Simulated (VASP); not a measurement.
Write the native input for VASP 6.6.1 that does the following.

| Property | Result |
| --- | --- |
| Task | relaxation of cell and atoms |
| Functional | r2SCAN |
| Dispersion | rVV10 |
| Potentials or basis | VASP PAW PBE potentials, release 64 (Hf_pv, O) |
| Cutoff | 600 eV |
| k mesh | 6 × 6 × 6 |
| Occupations | gaussian, width 0.01 eV |
| Spin | no spin polarisation |
| Dipole correction | no |
| Further INCAR settings | ALGO = Normal; EDIFF = 1e-07; IBRION = 2; EDIFFG = -0.02; NSW = 100; ISIF = 3 |

The system is HfO2.

```
CELL_PARAMETERS angstrom
3.61685 0.00000 0.00000
1.80843 3.13228 0.00000
1.80843 1.04409 2.95315
ATOMIC_POSITIONS crystal
Hf 0.00000 0.00000 0.00000
O 0.25000 0.25000 0.25000
O 0.75000 0.75000 0.75000
```

These files were run (other wordings do the same):

POSCAR

```
HfO2
1.0
    3.6168510000      0.0000000000      0.0000000000
    1.8084255000      3.1322848477      0.0000000000
    1.8084255000      1.0440949492      2.9531464752
Hf O
1 2
Direct
    0.0000000000      0.0000000000      0.0000000000
    0.2500000000      0.2500000000      0.2500000000
    0.7500000000      0.7500000000      0.7500000000
```

INCAR.step1

```
PREC = Accurate ; ENCUT = 600
ISMEAR = 0 ; SIGMA = 0.01
LREAL = False ; LASPH = True
NELM = 80 ; GGA = PE
ALGO = Normal ; EDIFF = 1E-4
LWAVE = True ; LCHARG = False
```

INCAR.step2

```
PREC = Accurate ; ENCUT = 600
EDIFF = 1E-7 ; ISMEAR = 0
SIGMA = 0.01 ; LREAL = False
LASPH = True ; NELM = 80
ALGO = Normal ; ISIF = 3
LWAVE = False ; LCHARG = False
METAGGA = R2SCAN ; LMIXTAU = True
LUSE_VDW = True ; IVDW_NL = 2
BPARAM = 11.95 ; CPARAM = 0.0093
IBRION = 2 ; NSW = 100
EDIFFG = -0.02 ; ISTART = 1
```

KPOINTS

```
Automatic mesh
0
Gamma
  6 6 6
```

Potentials or basis: VASP PAW PBE potentials, release 64 (Hf_pv, O).

Command:

```bash
$ cat potpaw_PBE.64/Hf_pv/POTCAR potpaw_PBE.64/O/POTCAR > POTCAR
$ cp INCAR.step1 INCAR
$ mpirun -np 1 vasp_std > vasp.out
$ cp INCAR.step2 INCAR
$ mpirun -np 1 vasp_std > vasp.out
```

Results of the run:

```
Relaxed volume                         : 10.56 Å³/atom
Relaxed cell                           : a = 3.552 Å, b = 3.552 Å, c = 3.552 Å, α = 60.00°, β = 60.00°, γ = 60.00°
Space group after relaxing (to 0.05 Å) : Fm-3m (No. 225)
Energy gained by relaxing              : 26.4 meV/atom
Ionic steps                            : 4
Pressure after relaxing                : 0.0 GPa
Band gap on the k mesh                 : 4.34 eV, direct
```

Caveat: the PAW data sets were made with another functional, which shifts forces and pressure a little; spin-orbit coupling is left out, which moves the levels of the heavy elements.

It took 9.5 min on 1 thread of AMD EPYC 7R43 64-Core Processor (Zen 3), on a shared host, peak memory 0.25 GiB.
